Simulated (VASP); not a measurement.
Wanted: the native input for a VASP 6.6.1 run.

| Item | Value |
| --- | --- |
| Task | single point |
| Functional | PBE |
| Potentials or basis | VASP PAW PBE potentials, release 64 (C) |
| Cutoff | 520 eV |
| k mesh | 16 × 16 × 16 |
| Occupations | fermi-dirac, width 0.03 eV |
| Spin | no spin polarisation |
| Dipole correction | no |
| Further INCAR settings | ALGO = Normal; EDIFF = 1e-06; NBANDS = 8 |

The structure of C lies in POSCAR:

```
C
1.0
    0.0000000000      1.5430591427      1.5430591427
    1.5430591427      0.0000000000      1.5430591427
    1.5430591427      1.5430591427      0.0000000000
C
1
Direct
    0.0000000000      0.0000000000      0.0000000000
```

The input as run:

INCAR

```
  PREC = Accurate
  ENCUT = 520
  EDIFF = 1E-6
  ISMEAR = -1
  SIGMA = 0.03
  LREAL = False
  LASPH = True
  NELM = 60
  ALGO = Normal
  ISIF = 2
  LWAVE = False
  LCHARG = False
  GGA = PE
  NBANDS = 8
```

KPOINTS

```
Automatic mesh
0
Gamma
  16 16 16
```

Potentials or basis: VASP PAW PBE potentials, release 64 (C).

Command:

```bash
$ cat potpaw_PBE.64/C/POTCAR > POTCAR
$ mpirun -np 1 vasp_std > vasp.out
```

It gave:

```yaml
Pressure: 0.1 GPa
Band_gap_on_the_k_mesh: zero (band 2 reaches 15.45 eV, above the bottom of band 3 at 4.07 eV)
```

Wall time 4.6 s on 1 thread of Intel Xeon 6975P-C (shared host), peak memory 0.12 GiB.
